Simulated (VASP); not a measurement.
# W (Fm-3m) in VASP: a series of runs

The runs below take W through single point, relaxation of cell and atoms, with LDA.

Everything below comes from runs of VASP 6.6.1. Logs are shortened: lines on timing, memory, paths and dates and some standing lists are left out, and cuts for length are marked.

### Step 1. The cell of the first run

Symmetry: Fm-3m, No. 225, cubic system. The conventional cell has a = 3.973 Å, b = 3.973 Å, c = 3.973 Å, α = 90.00°, β = 90.00°, γ = 90.00°. Within 3.7 Å of W (site symmetry m-3m) lie 12 W at 2.81 Å.

### Step 2. Single point, LDA

File INCAR:

```
ALGO = Normal ; EDIFF = 1E-6
ENCUT = 520 ; GGA = CA
ISIF = 2 ; ISMEAR = 0
LASPH = T ; LCHARG = F
LREAL = F ; LWAVE = F
NBANDS = 13 ; NELM = 60
PREC = Accurate ; SIGMA = 0.1
```

File KPOINTS:

```
k-points
0
Gamma
  18 18 18
```

File POSCAR:

```
W
1.0
    0.0000000000      1.9862702900      1.9862702900
    1.9862702900      0.0000000000      1.9862702900
    1.9862702900      1.9862702900      0.0000000000
W
1
Direct
    0.0000000000      0.0000000000      0.0000000000
```

Potentials or basis: VASP PAW LDA potentials, release 64 (W_sv).

Started as:

```sh
$ cat potpaw_LDA.64/W_sv/POTCAR > POTCAR
$ mpirun -np 1 vasp_std > vasp.out
```

OUTCAR:

```text
EDIFF = 1E-6
   ENCUT = 520
   GGA = CA
   ISIF = 2
   ISMEAR = 0
   LASPH = T
   LREAL = F
   NELM = 60
   PREC = Accurate

 ion  position               nearest neighbor table
   1  0.000  0.000  0.000-

  LATTYP: Found a face centered cubic cell.
 ALAT       =     3.9725405800

  Lattice vectors:

 A1 = (   0.0000000000,   1.9862702900,   1.9862702900)
 A2 = (   1.9862702900,   0.0000000000,   1.9862702900)
 A3 = (   1.9862702900,   1.9862702900,   0.0000000000)

Analysis of symmetry for initial positions (statically):
=====================================================================
 Subroutine PRICEL returns:
 Original cell was already a primitive cell.

 Routine SETGRP: Setting up the symmetry group for a
 face centered cubic supercell.

 Subroutine GETGRP returns: Found 48 space group operations
 (whereof 48 operations were pure point group operations)
 out of a pool of 48 trial point group operations.

The static configuration has the point symmetry O_h .

Analysis of symmetry for dynamics (positions and initial velocities):
=====================================================================
 Subroutine PRICEL returns:
 Original cell was already a primitive cell.

 Routine SETGRP: Setting up the symmetry group for a
 face centered cubic supercell.

 Subroutine GETGRP returns: Found 48 space group operations
 (whereof 48 operations were pure point group operations)
 out of a pool of 48 trial point group operations.

The dynamic configuration has the point symmetry O_h .

 Subroutine INISYM returns: Found 48 space group operations
 (whereof 48 operations are pure point group operations),
 and found     1 'primitive' translations

----------------------------------------------------------------------------------------

                                     Primitive cell

  volume of cell :      15.6727

  direct lattice vectors                    reciprocal lattice vectors
     0.000000000  1.986270290  1.986270290    -0.251728077  0.251728077  0.251728077
     1.986270290  0.000000000  1.986270290     0.251728077 -0.251728077  0.251728077
     1.986270290  1.986270290  0.000000000     0.251728077  0.251728077 -0.251728077

  length of vectors
     2.809010383  2.809010383  2.809010383     0.436005819  0.436005819  0.436005819

  position of ions in fractional coordinates (direct lattice)
     0.000000000  0.000000000  0.000000000

  ion indices of the primitive-cell ions
   primitive index   ion index
                 1           1

----------------------------------------------------------------------------------------
[... 76 lines left out ...]
   ISIF   =      2    stress and relaxation
   ISYM   =      2    0-nonsym 1-usesym 2-fastsym
   POTIM  = 0.5000    time-step for ionic-motion
   TEBEG  =    0.0;   TEEND  =   0.0 temperature during run
   PSTRESS=    0.0 pullay stress
   NELECT =      14.0000    total number of electrons
   NUPDOWN=      -1.0000    fix difference up-down
   EMIN   =  10.00;   EMAX   =-10.00  energy-range for DOS
   EFERMI =   0.00;   METHOD = LEGACY
   ISMEAR =     0;   SIGMA  =   0.10  broadening in eV -4-tet -1-fermi 0-gaus
   EFERMI_NEDOS =   21; number of points for ismear=-14 and -15
   IALGO  =     38    algorithm
   IMIX   =      4    mixing-type and parameters
     AMIX     =   0.40;   BMIX     =  1.00
     AMIX_MAG =   1.60;   BMIX_MAG =  1.00
  volume/ion in A,a.u.               =      15.67       105.76
  Fermi-wavevector in a.u.,A,eV,Ry     =   1.576652  2.979440 33.821789  2.485831
  Thomas-Fermi vector in A             =   2.677453
   LORBIT       =      0    0 simple, 1 ext, 2 COOP (PROOUT), +10 PAW based schemes
   GGA     = CA    functional components
   LHFCALC =     F    Hartree Fock is set to
   AEXX    =    0.0000 exact exchange contribution
   IVDW    =     0    specifies the selected vdW correction
   LEPSILON=     F    determine dielectric tensor
   LRPA    =     F    only Hartree local field effects (RPA)
 non-spin polarized calculation
 Gauss-broadening in eV      SIGMA  =   0.10
  energy-cutoff  :      520.00
  volume of cell :       15.67
 maximum number of plane-waves:       444
 NGX is ok and might be reduce to    24
   NGX = 11   NGY = 11   NGZ = 11

 number of electron      13.9999999 magnetization

 Free energy of the ion-electron system (eV)
  ---------------------------------------------------
  ext. energy  EPLUGINS =         0.00000000
  ---------------------------------------------------
  free energy    TOTEN  =       -13.61472892 eV

  energy without entropy =      -13.60925600  energy(sigma->0) =      -13.61199246

 E-fermi :  10.9819     XC(G=0): -13.8817

 val. band max:       10.9755832244   @ k =  -0.3333   0.1667   0.0556
 cond. band min:      11.0027135863   @ k =   0.2222   0.1111   0.0000
 fundamental gap:      0.0271303620
 Fermi energy:        10.9819324391

 k-point     1 :       0.0000    0.0000    0.0000
  band No.  band energies     occupation
      1     -62.1381      2.00000
      2     -25.9496      2.00000
      3     -25.9496      2.00000
      4     -25.9496      2.00000
      5       1.8682      2.00000
      6      10.3599      2.00000
      7      10.3599      2.00000
      8      10.3599      2.00000
      9      13.6608      0.00000
     10      13.6608      0.00000
     11      23.9316      0.00000
     12      29.3123      0.00000
     13      29.3123      0.00000
[... 354 lines left out ...]
  band No.  band energies     occupation
      1     -62.0721      2.00000
      2     -26.6217      2.00000
      3     -26.0820      2.00000
      4     -26.0211      2.00000
      5       4.1714      2.00000
      6       9.2649      2.00000
      7      10.7910      1.99308
      8      10.9414      1.43366
      9      13.1415      0.00000
     10      14.2483      0.00000
     11      24.6884      0.00000
     12      28.3750      0.00000
     13      32.6603      0.00000

 [... further k-points ...]
[... 5 lines left out ...]
  --------------------------------------------------------------------------------------
  -------------------------------------------------------------------------------------
  Total        0.1844641      0.1844641      0.1844641      0.0000000      0.0000000      0.0000000
  in kB       18.8572123     18.8572123     18.8572123      0.0000000      0.0000000      0.0000000
  external PRESSURE =      18.8572123 kB  Pullay stress =       0.0000000 kB

 VOLUME and BASIS-vectors are now :
 -----------------------------------------------------------------------------
  energy-cutoff  :      520.00
  volume of cell :       15.67
      direct lattice vectors                 reciprocal lattice vectors
     0.000000000  1.986270290  1.986270290    -0.251728077  0.251728077  0.251728077
     1.986270290  0.000000000  1.986270290     0.251728077 -0.251728077  0.251728077
     1.986270290  1.986270290  0.000000000     0.251728077  0.251728077 -0.251728077

 POSITION                                       TOTAL-FORCE (eV/Angst)
 -----------------------------------------------------------------------------------
      0.00000      0.00000      0.00000         0.000000      0.000000      0.000000
 -----------------------------------------------------------------------------------
    total drift:                               -0.000000      0.000000     -0.000000

  FREE ENERGIE OF THE ION-ELECTRON SYSTEM (eV)
  ---------------------------------------------------
  free  energy   TOTEN  =       -13.6147289204 eV

  energy  without entropy=      -13.6092559970  energy(sigma->0) =      -13.61199246
```

OSZICAR:

```text
N       E                     dE             d eps       ncg     rms          rms(c)
DAV:   1     0.845662004133E+02    0.84566E+02   -0.74781E+03  5094   0.122E+03
DAV:   2    -0.125214738372E+02   -0.97088E+02   -0.93400E+02  5615   0.318E+02
DAV:   3    -0.142395229571E+02   -0.17180E+01   -0.17085E+01  5630   0.406E+01
DAV:   4    -0.142466809474E+02   -0.71580E-02   -0.71577E-02  5680   0.289E+00
DAV:   5    -0.142467407555E+02   -0.59808E-04   -0.59808E-04  5725   0.249E-01    0.209E+01
DAV:   6    -0.137473517062E+02    0.49939E+00   -0.39723E-01  5405   0.810E+00    0.836E+00
DAV:   7    -0.136198270440E+02    0.12752E+00   -0.18845E-01  5635   0.521E+00    0.416E-01
DAV:   8    -0.136148155949E+02    0.50114E-02   -0.42426E-03  5135   0.890E-01    0.629E-02
DAV:   9    -0.136147252502E+02    0.90345E-04   -0.84576E-05  6076   0.102E-01    0.363E-02
DAV:  10    -0.136147289308E+02   -0.36806E-05   -0.63816E-06  5445   0.322E-02    0.218E-03
DAV:  11    -0.136147289204E+02    0.10345E-07   -0.74839E-08  3005   0.321E-03
   1 F= -.13614729E+02 E0= -.13611992E+02  d E =-.547292E-02
```

Run time: 27 s. Hardware: 1 thread of AMD EPYC 7R13 (Zen 3), shared host; peak memory 0.13 GiB.

Results:

```yaml
Free_energy: -13.6147 eV
Pressure: 1.9 GPa
Band_gap_on_the_k_mesh: zero (band 7 reaches 14.47 eV, above the bottom of band 8 at 10.36 eV)
```

Caveat: spin-orbit coupling is left out, which moves the levels of the heavy elements.

### Step 3. Relaxation of cell and atoms, LDA

File INCAR:

```
SYSTEM = W
PREC = Accurate
ENCUT = 600
EDIFF = 1E-7
ISMEAR = 0
SIGMA = 0.1
LREAL = .False.
LASPH = .True.
NELM = 60
ALGO = Fast
ISIF = 3
LWAVE = .False.
LCHARG = .False.
GGA = CA
IBRION = 2
NSW = 100
EDIFFG = -0.005
```

File KPOINTS:

```
regular mesh
0
Gamma
  18 18 18
  0 0 0
```

POSCAR is that of step 2.

Potentials or basis: VASP PAW LDA potentials, release 64 (W_sv).

Started as:

```sh
$ cat potpaw_LDA.64/W_sv/POTCAR > POTCAR
$ mpirun -np 1 vasp_std > vasp.out
```

OUTCAR:

```text
SYSTEM = W
   PREC = Accurate
   ENCUT = 600
   EDIFF = 1E-7
   ISMEAR = 0
   LREAL = .False.
   LASPH = .True.
   NELM = 60
   ISIF = 3
   GGA = CA
   IBRION = 2
   NSW = 100
   EDIFFG = -0.005

 ion  position               nearest neighbor table
   1  0.000  0.000  0.000-

  LATTYP: Found a face centered cubic cell.
 ALAT       =     3.9725405800

  Lattice vectors:

 A1 = (   0.0000000000,   1.9862702900,   1.9862702900)
 A2 = (   1.9862702900,   0.0000000000,   1.9862702900)
 A3 = (   1.9862702900,   1.9862702900,   0.0000000000)

Analysis of symmetry for initial positions (statically):
=====================================================================
 Subroutine PRICEL returns:
[... 252 lines left out ...]

 val. band max:       10.8910667822   @ k =  -0.3333   0.1667   0.0556
 cond. band min:      10.9181345261   @ k =   0.2222   0.1111   0.0000
 fundamental gap:      0.0270677439
 Fermi energy:        10.8948978088

 k-point     1 :       0.0000    0.0000    0.0000
  band No.  band energies     occupation
      1     -62.2372      2.00000
      2     -26.0580      2.00000
      3     -26.0580      2.00000
      4     -26.0580      2.00000
      5       1.8107      2.00000
      6      10.2797      2.00000
      7      10.2797      2.00000
      8      10.2797      2.00000
      9      13.5516      0.00000
     10      13.5516      0.00000
     11      23.8366      0.00000
[... 309 lines left out ...]
 k-point    24 :      -0.2222    0.0556    0.0000
  band No.  band energies     occupation
      1     -62.1730      2.00000
      2     -26.7161      2.00000
      3     -26.1878      2.00000
      4     -26.1281      2.00000
      5       4.1016      2.00000
      6       9.1897      2.00000
      7      10.7076      1.99192
      8      10.8573      1.40530
      9      13.0394      0.00000
     10      14.1353      0.00000
     11      24.5764      0.00000

 [... further k-points ...]
[... 5 lines left out ...]
  --------------------------------------------------------------------------------------
  -------------------------------------------------------------------------------------
  Total       -0.0023051     -0.0023051     -0.0023051      0.0000000     -0.0000000      0.0000000
  in kB       -0.2341929     -0.2341929     -0.2341929      0.0000000     -0.0000000      0.0000000
  external PRESSURE =      -0.2341929 kB  Pullay stress =       0.0000000 kB
[... 16 lines left out ...]
  FREE ENERGIE OF THE ION-ELECTRON SYSTEM (eV)
  ---------------------------------------------------
  free  energy   TOTEN  =       -13.6153360071 eV

  energy  without entropy=      -13.6098078082  energy(sigma->0) =      -13.61257191

 reached required accuracy - stopping structural energy minimisation
```

Run time: 98 s. Hardware: 1 thread of AMD EPYC 7R13 (Zen 3), shared host; peak memory 0.13 GiB.

Results:

* Free energy: -13.6153 eV
* Relaxed volume: 15.77 Å³/atom
* Relaxed cell: a = 2.815 Å, b = 2.815 Å, c = 2.815 Å, α = 60.00°, β = 60.00°, γ = 60.00°
* Space group after relaxing (to 0.05 Å): Fm-3m (No. 225)
* Energy gained by relaxing: 0.6 meV/atom
* Ionic steps: 3
* Pressure after relaxing: 0.0 GPa
* Band gap on the k mesh: zero (band 7 reaches 14.35 eV, above the bottom of band 8 at 10.28 eV)

Step by step:
```
step  energy change (eV)  largest force (eV/Å)  pressure (GPa)  volume (Å³)
   1              0.0000                0.0000            1.97        15.67
   2              0.0066                0.0000           -6.54        16.11
   3             -0.0006                0.0000           -0.02        15.77
```

Final structure:
```cif
data_structure
_symmetry_space_group_name_H-M 'P 1'
_symmetry_Int_Tables_number 1
_cell_length_a 2.8148
_cell_length_b 2.8148
_cell_length_c 2.8148
_cell_angle_alpha 60.000
_cell_angle_beta 60.000
_cell_angle_gamma 60.000
_cell_volume 15.77
loop_
_atom_site_label
_atom_site_type_symbol
_atom_site_fract_x
_atom_site_fract_y
_atom_site_fract_z
_atom_site_occupancy
W1 W 0.00000 0.00000 0.00000 1
```

Caveat: spin-orbit coupling is left out, which moves the levels of the heavy elements.
